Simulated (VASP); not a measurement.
# AlN (P6_3/mmc) in VASP: further runs

The runs below take AlN through single point, relaxation of cell and atoms, with LDA.

Program: VASP 6.6.1. These are calculated values, not measurements. Logs are shortened: lines on timing, memory, paths and dates and some standing lists are left out, and cuts for length are marked.

## (1) The cell of the first run

Symmetry: P6_3/mmc, No. 194, hexagonal system. The conventional cell has a = 3.276 Å, b = 3.276 Å, c = 4.102 Å, α = 90.00°, β = 90.00°, γ = 120.00°. Al (site symmetry -6m2) has 5 N at 1.89 to 2.05 Å within 2.5 Å. N (site symmetry -6m2) has 5 Al at 1.89 to 2.05 Å within 2.5 Å.

## (2) Single point, LDA

INCAR reads:

```
  PREC = Accurate
  ENCUT = 520
  EDIFF = 1E-6
  ISMEAR = 1
  SIGMA = 0.05
  LREAL = F
  LASPH = T
  NELM = 100
  ALGO = Normal
  ISIF = 2
  LWAVE = F
  LCHARG = T
  LELF = T
  LVHAR = T
  NBANDS = 16
```

KPOINTS reads:

```
regular mesh
0
Gamma
  12 12 6
```

POSCAR reads:

```
AlN
1.0
    3.2758536524      0.0000000000      0.0000000000
   -1.6379268262      2.8369724821      0.0000000000
    0.0000000000      0.0000000000      4.1022939600
Al N
2 2
Direct
    0.3333333333      0.6666666667      0.7500000000
    0.6666666667      0.3333333333      0.2500000000
    0.3333333333      0.6666666667      0.2500000000
    0.6666666667      0.3333333333      0.7500000000
```

Potentials or basis: VASP PAW LDA potentials, release 64 (Al, N).

On the command line:

```
> cat potpaw_LDA.64/Al/POTCAR potpaw_LDA.64/N/POTCAR > POTCAR
> mpirun -np 1 vasp_std > vasp.out
```

OUTCAR:

```text
PREC = Accurate
   ENCUT = 520
   EDIFF = 1E-6
   ISMEAR = 1
   LREAL = F
   LASPH = T
   NELM = 100
   ISIF = 2

 ion  position               nearest neighbor table
   1  0.333  0.667  0.750-   4 1.89   4 1.89   4 1.89   3 2.05   3 2.05   2 2.79   2 2.79   2 2.79
                             2 2.79   2 2.79   2 2.79
   2  0.667  0.333  0.250-   3 1.89   3 1.89   3 1.89   4 2.05   4 2.05   1 2.79   1 2.79   1 2.79
                             1 2.79   1 2.79   1 2.79
   3  0.333  0.667  0.250-   2 1.89   2 1.89   2 1.89   1 2.05   1 2.05
   4  0.667  0.333  0.750-   1 1.89   1 1.89   1 1.89   2 2.05   2 2.05

  LATTYP: Found a hexagonal cell.
 ALAT       =     3.2758536524
 C/A-ratio  =     1.2522824263

  Lattice vectors:

 A1 = (   3.2758536524,   0.0000000000,   0.0000000000)
 A2 = (  -1.6379268262,   2.8369724821,   0.0000000000)
 A3 = (   0.0000000000,   0.0000000000,   4.1022939600)

Analysis of symmetry for initial positions (statically):
=====================================================================
 Subroutine PRICEL returns:
 Original cell was already a primitive cell.

 Routine SETGRP: Setting up the symmetry group for a
 hexagonal supercell.

 Subroutine GETGRP returns: Found 24 space group operations
 (whereof 12 operations were pure point group operations)
 out of a pool of 24 trial point group operations.

The static configuration has the point symmetry D_3d.
 The point group associated with its full space group is D_6h.

Analysis of symmetry for dynamics (positions and initial velocities):
=====================================================================
 Subroutine PRICEL returns:
 Original cell was already a primitive cell.

 Routine SETGRP: Setting up the symmetry group for a
 hexagonal supercell.

 Subroutine GETGRP returns: Found 24 space group operations
 (whereof 12 operations were pure point group operations)
 out of a pool of 24 trial point group operations.

The dynamic configuration has the point symmetry D_3d.
 The point group associated with its full space group is D_6h.

 Subroutine INISYM returns: Found 24 space group operations
 (whereof 12 operations are pure point group operations),
 and found     1 'primitive' translations

----------------------------------------------------------------------------------------

                                     Primitive cell

  volume of cell :      38.1247

  direct lattice vectors                    reciprocal lattice vectors
     3.275853652  0.000000000  0.000000000     0.305263942  0.176244219  0.000000000
    -1.637926826  2.836972482  0.000000000     0.000000000  0.352488438  0.000000000
     0.000000000  0.000000000  4.102293960     0.000000000  0.000000000  0.243766051

  length of vectors
     3.275853652  3.275853652  4.102293960     0.352488438  0.352488438  0.243766051

  position of ions in fractional coordinates (direct lattice)
     0.333333333  0.666666667  0.750000000
     0.666666667  0.333333333  0.250000000
     0.333333333  0.666666667  0.250000000
     0.666666667  0.333333333  0.750000000

  ion indices of the primitive-cell ions
   primitive index   ion index
                 1           1
                 2           2
                 3           3
                 4           4

----------------------------------------------------------------------------------------

 KPOINTS: regular mesh

Automatic generation of k-mesh.
 Grid dimensions read from file:
 generate k-points for:   12   12    6

 Generating k-lattice:

  Cartesian coordinates                     Fractional coordinates (reciprocal lattice)
     0.025438662  0.014687018  0.000000000     0.083333333 -0.000000000  0.000000000
     0.000000000  0.029374037  0.000000000     0.000000000  0.083333333  0.000000000
     0.000000000  0.000000000  0.040627675     0.000000000  0.000000000  0.166666667

  Length of vectors
     0.029374037  0.029374037  0.040627675

  Shift w.r.t. Gamma in fractional coordinates (k-lattice)
     0.000000000  0.000000000  0.000000000

 Subroutine IBZKPT returns following result:
 ===========================================

 Found     76 irreducible k-points:

 Following reciprocal coordinates:
            Coordinates               Weight
  0.000000  0.000000  0.000000      1.000000
  0.083333  0.000000  0.000000      6.000000
  0.166667  0.000000  0.000000      6.000000
  0.250000  0.000000  0.000000      6.000000
  0.333333  0.000000  0.000000      6.000000
  0.416667  0.000000  0.000000      6.000000
[... 16 lines left out ...]
  0.250000  0.000000  0.166667     12.000000
  0.333333  0.000000  0.166667     12.000000
 [... further k-points ...]
   k-points           NKPTS =     76   k-points in BZ     NKDIM =     76   number of bands    NBANDS=     16
   number of dos      NEDOS =    301   number of ions     NIONS =      4
   total plane-waves  NPLWV =  18432
   dimension x,y,z NGX =    24 NGY =   24 NGZ =   32
   dimension x,y,z NGXF=    48 NGYF=   48 NGZF=   64
   ions per type =               2   2
   NGX,Y,Z   is equivalent  to a cutoff of  12.18, 12.18, 12.97 a.u.
   NGXF,Y,Z  is equivalent  to a cutoff of  24.36, 24.36, 25.94 a.u.
 SYSTEM =  unknown system
   PREC   = accura    normal or accurate (medium, high low for compatibility)
   ISTART =      0    job   : 0-new  1-cont  2-samecut
   ICHARG =      2    charge: 1-file 2-atom 10-const
   ISPIN  =      1    spin polarized calculation?
   LNONCOLLINEAR =      F non collinear calculations
   LSORBIT =      F    spin-orbit coupling
   LASPH  =      T    aspherical Exc in radial PAW
   ENCUT  =  520.0 eV  38.22 Ry    6.18 a.u.   6.09  6.09  7.63*2*pi/ulx,y,z
   NELM   =    100;   NELMIN=  2; NELMDL= -5     # of ELM steps
   EDIFF  = 0.1E-05   stopping-criterion for ELM
   LREAL  =      F    real-space projection
   EDIFFG = 0.1E-04   stopping-criterion for IOM
   NSW    =      0    number of steps for IOM
   IBRION =     -1    ionic relax: 0-MD 1-quasi-New 2-CG
   NFREE  =      0    steps in history (QN), initial steepest desc. (CG)
   ISIF   =      2    stress and relaxation
   ISYM   =      2    0-nonsym 1-usesym 2-fastsym
   POTIM  = 0.5000    time-step for ionic-motion
   TEBEG  =    0.0;   TEEND  =   0.0 temperature during run
   PSTRESS=    0.0 pullay stress
   NELECT =      16.0000    total number of electrons
   NUPDOWN=      -1.0000    fix difference up-down
   EMIN   =  10.00;   EMAX   =-10.00  energy-range for DOS
   EFERMI =   0.00;   METHOD = LEGACY
   ISMEAR =     1;   SIGMA  =   0.05  broadening in eV -4-tet -1-fermi 0-gaus
   EFERMI_NEDOS =   21; number of points for ismear=-14 and -15
   IALGO  =     38    algorithm
   IMIX   =      4    mixing-type and parameters
     AMIX     =   0.40;   BMIX     =  1.00
     AMIX_MAG =   1.60;   BMIX_MAG =  1.00
  volume/ion in A,a.u.               =       9.53        64.32
  Fermi-wavevector in a.u.,A,eV,Ry     =   1.225686  2.316211 20.440129  1.502307
  Thomas-Fermi vector in A             =   2.360715
   LORBIT       =      0    0 simple, 1 ext, 2 COOP (PROOUT), +10 PAW based schemes
   GGA     = CA    functional components
   LHFCALC =     F    Hartree Fock is set to
   AEXX    =    0.0000 exact exchange contribution
   IVDW    =     0    specifies the selected vdW correction
   LEPSILON=     F    determine dielectric tensor
   LRPA    =     F    only Hartree local field effects (RPA)
 non-spin polarized calculation
 Methfessel and Paxton  Order N= 1 SIGMA  =   0.05
  energy-cutoff  :      520.00
  volume of cell :       38.12
 maximum number of plane-waves:      1047
   NGX = 13   NGY = 13   NGZ = 15

 number of electron      15.9999996 magnetization

 Free energy of the ion-electron system (eV)
  ---------------------------------------------------
  ext. energy  EPLUGINS =         0.00000000
  ---------------------------------------------------
  free energy    TOTEN  =       -32.48287394 eV

  energy without entropy =      -32.48287730  energy(sigma->0) =      -32.48287506

 E-fermi :   8.1762     XC(G=0): -11.6757

 val. band max:        8.1341034464   @ k =   0.0000   0.0000   0.0000
 cond. band min:      11.7586494579   @ k =   0.0000   0.0000   0.0000
 fundamental gap:      3.6245460115
 Fermi energy:         8.1761960058

 k-point     1 :       0.0000    0.0000    0.0000
  band No.  band energies     occupation
      1      -8.7985      2.00000
      2      -4.8012      2.00000
      3       1.0244      2.00000
      4       4.7429      2.00000
      5       4.7429      2.00000
      6       6.5007      2.00000
[... 8 lines left out ...]
     15      20.0758      0.00000
     16      20.0758      0.00000

 k-point     2 :       0.0833    0.0000    0.0000
  band No.  band energies     occupation
      1      -8.7148      2.00000
      2      -4.7997      2.00000
      3       1.1117      2.00000
      4       4.4447      2.00000
      5       4.6187      2.00000
      6       6.2139      2.00000
[... 8 lines left out ...]
     15      19.7135      0.00000
     16      19.7563      0.00000

 k-point     3 :       0.1667    0.0000    0.0000
  band No.  band energies     occupation
      1      -8.4689      2.00000
      2      -4.8113      2.00000
      3       1.3699      2.00000
      4       3.7102      2.00000
      5       4.3283      2.00000
      6       5.5888      2.00000
[... 8 lines left out ...]
     15      18.9889      0.00000
     16      20.3315      0.00000

 k-point     4 :       0.2500    0.0000    0.0000
  band No.  band energies     occupation
      1      -8.0795      2.00000
      2      -4.8817      2.00000
      3       1.7854      2.00000
      4       2.8555      2.00000
      5       4.0024      2.00000
      6       4.9219      2.00000
[... 8 lines left out ...]
     15      18.4422      0.00000
     16      20.9453      0.00000
[... 324 lines left out ...]
 k-point    22 :       0.1667    0.0000    0.1667
  band No.  band energies     occupation
      1      -8.2941      2.00000
      2      -5.1890      2.00000
      3       1.6455      2.00000
      4       4.0290      2.00000
      5       4.4550      2.00000
      6       5.2018      2.00000
[... 8 lines left out ...]
     15      19.6385      0.00000
     16      20.5028      0.00000

 k-point    23 :       0.2500    0.0000    0.1667
  band No.  band energies     occupation
      1      -7.9133      2.00000
      2      -5.1652      2.00000
      3       1.5854      2.00000
      4       3.4814      2.00000
      5       4.1415      2.00000
      6       4.4784      2.00000
[... 8 lines left out ...]
     15      19.3104      0.00000
     16      20.8342      0.00000

 k-point    24 :       0.3333    0.0000    0.1667
  band No.  band energies     occupation
      1      -7.4341      2.00000
      2      -5.2343      2.00000
      3       1.3404      2.00000
      4       3.1610      2.00000
      5       3.8740      2.00000
      6       4.0020      2.00000
[... 8 lines left out ...]
     15      19.8907      0.00000
     16      21.1592      0.00000

 [... further k-points ...]

------------------------ aborting loop because EDIFF is reached ----------------------------------------

  FORCE on cell =-STRESS in cart. coord.  units (eV):
  Direction    XX          YY          ZZ          XY          YZ          ZX
  --------------------------------------------------------------------------------------
  -------------------------------------------------------------------------------------
  Total        0.1473465      0.1473465      0.0750409      0.0000000      0.0000000     -0.0000000
  in kB        6.1921857      6.1921857      3.1535696      0.0000000      0.0000000     -0.0000000
  external PRESSURE =       5.1793137 kB  Pullay stress =       0.0000000 kB

 VOLUME and BASIS-vectors are now :
 -----------------------------------------------------------------------------
  energy-cutoff  :      520.00
  volume of cell :       38.12
      direct lattice vectors                 reciprocal lattice vectors
     3.275853652  0.000000000  0.000000000     0.305263942  0.176244219  0.000000000
    -1.637926826  2.836972482  0.000000000     0.000000000  0.352488438  0.000000000
     0.000000000  0.000000000  4.102293960     0.000000000  0.000000000  0.243766051

 POSITION                                       TOTAL-FORCE (eV/Angst)
 -----------------------------------------------------------------------------------
     -0.00000      1.89131      3.07672         0.000000      0.000000      0.000000
      1.63793      0.94566      1.02557        -0.000000     -0.000000      0.000000
     -0.00000      1.89131      1.02557        -0.000000      0.000000      0.000000
      1.63793      0.94566      3.07672         0.000000     -0.000000      0.000000
 -----------------------------------------------------------------------------------
    total drift:                               -0.000000      0.000000     -0.000000

  FREE ENERGIE OF THE ION-ELECTRON SYSTEM (eV)
  ---------------------------------------------------
  free  energy   TOTEN  =       -32.4828739396 eV

  energy  without entropy=      -32.4828772972  energy(sigma->0) =      -32.48287506
```

It took 17 s on 1 thread of Intel Xeon 6975P-C, shared host; peak memory 0.16 GiB.

Results:

- Free energy: -32.4829 eV
- Pressure: 0.5 GPa
- Band gap on the k mesh: 3.62 eV, direct

Stress tensor (GPa, compression positive):
```
0.62 0.00 0.00
0.00 0.62 0.00
0.00 0.00 0.32
```

Levels at points of the mesh, in eV from the valence-band top:
```tsv
k point	band 6	band 7	band 8	band 9	band 10	band 11
(0.00, 0.00, 0.00)	-1.63	-1.63	0.00	3.62	4.59	8.25
(0.50, 0.00, 0.00)	-4.30	-3.02	-1.42	3.84	7.23	7.48
(0.00, 0.00, 0.50)	-2.55	-2.55	-2.55	5.87	5.87	8.41
(0.50, 0.00, 0.50)	-3.34	-1.79	-1.79	5.14	5.14	9.61
```

A k mesh can miss the band edges. A hybrid or GW would open this gap; LDA tends to underestimate it.

## (3) Relaxation of cell and atoms, LDA

This run uses another cell than the first one, of 9.95 Å³/atom, 1.044 times its volume.

INCAR reads:

```
PREC = Accurate ; ENCUT = 600
EDIFF = 1E-6 ; ISMEAR = 1
SIGMA = 0.05 ; LREAL = False
LASPH = True ; NELM = 80
ALGO = Normal ; ISIF = 3
LWAVE = False ; LCHARG = False
GGA = CA ; IBRION = 2
NSW = 80 ; EDIFFG = -0.01
```

KPOINTS is that of step 2.

POSCAR reads:

```
AlN
1.0
    3.3121160000      0.0000000000      0.0000000000
   -1.6560580000      2.8683760000      0.0000000000
    0.0000000000      0.0000000000      4.1875630000
Al N
2 2
Direct
    0.3333333333      0.6666666667      0.7500000000
    0.6666666667      0.3333333333      0.2500000000
    0.3333333333      0.6666666667      0.2500000000
    0.6666666667      0.3333333333      0.7500000000
```

Potentials or basis: VASP PAW LDA potentials, release 64 (Al, N).

On the command line:

```
> cat potpaw_LDA.64/Al/POTCAR potpaw_LDA.64/N/POTCAR > POTCAR
> mpirun -np 1 vasp_std > vasp.out
```

It took 96 s on 1 thread of Intel Xeon 6975P-C, shared host; peak memory 0.18 GiB.

Results (log left out):

| Item | Value |
| --- | --- |
| Free energy | -32.4863 eV |
| Relaxed volume | 9.55 Å³/atom |
| Relaxed cell | a = 3.279 Å, b = 3.279 Å, c = 4.102 Å, α = 90.00°, β = 90.00°, γ = 120.00° |
| Space group after relaxing (to 0.05 Å) | P6_3/mmc (No. 194) |
| Energy gained by relaxing | 10.8 meV/atom |
| Ionic steps | 9 |
| Pressure after relaxing | 0.0 GPa |
| Band gap on the k mesh | 3.61 eV, direct |

Step by step:
| step | energy change (eV) | largest force (eV/Å) | pressure (GPa) | volume (Å³) |
| --- | --- | --- | --- | --- |
| 1 | 0.0000 | 0.0000 | -8.32 | 39.78 |
| 2 | -0.0058 | 0.0000 | 8.74 | 36.88 |
| 3 | -0.0414 | 0.0000 | -0.04 | 38.24 |
| 4 | -0.0414 | 0.0000 | 0.15 | 38.21 |
| 5 | -0.0428 | 0.0000 | 0.15 | 38.18 |
| 6 | -0.0431 | 0.0000 | 0.18 | 38.16 |
| 7 | -0.0431 | 0.0000 | 0.18 | 38.16 |
| 8 | -0.0431 | 0.0000 | -0.18 | 38.22 |
| 9 | -0.0431 | 0.0000 | 0.00 | 38.19 |

Final structure:
```yaml
crystal:
  lattice:
    - [3.27904, 0.00000, 0.00000]
    - [-1.63952, 2.83973, 0.00000]
    - [0.00000, 0.00000, 4.10165]
  atoms:
    - { symbol: Al, position: [0.33333, 0.66667, 0.75000] }
    - { symbol: Al, position: [0.66667, 0.33333, 0.25000] }
    - { symbol: N, position: [0.33333, 0.66667, 0.25000] }
    - { symbol: N, position: [0.66667, 0.33333, 0.75000] }
```

Levels at points of the mesh, in eV from the valence-band top:
```tsv
k point	band 4	band 5	band 6	band 7	band 8	band 9	band 10	band 11	band 12
(0.00, 0.00, 0.00)	-3.38	-3.38	-1.62	-1.62	0.00	3.61	4.58	8.24	8.24
(0.50, 0.00, 0.00)	-4.90	-4.64	-4.28	-3.01	-1.40	3.83	7.24	7.48	9.16
(0.00, 0.00, 0.50)	-3.72	-2.55	-2.55	-2.55	-2.55	5.86	5.86	8.40	8.40
(0.50, 0.00, 0.50)	-7.47	-3.33	-3.33	-1.78	-1.78	5.14	5.14	9.62	9.62
```

A k mesh can miss the band edges.
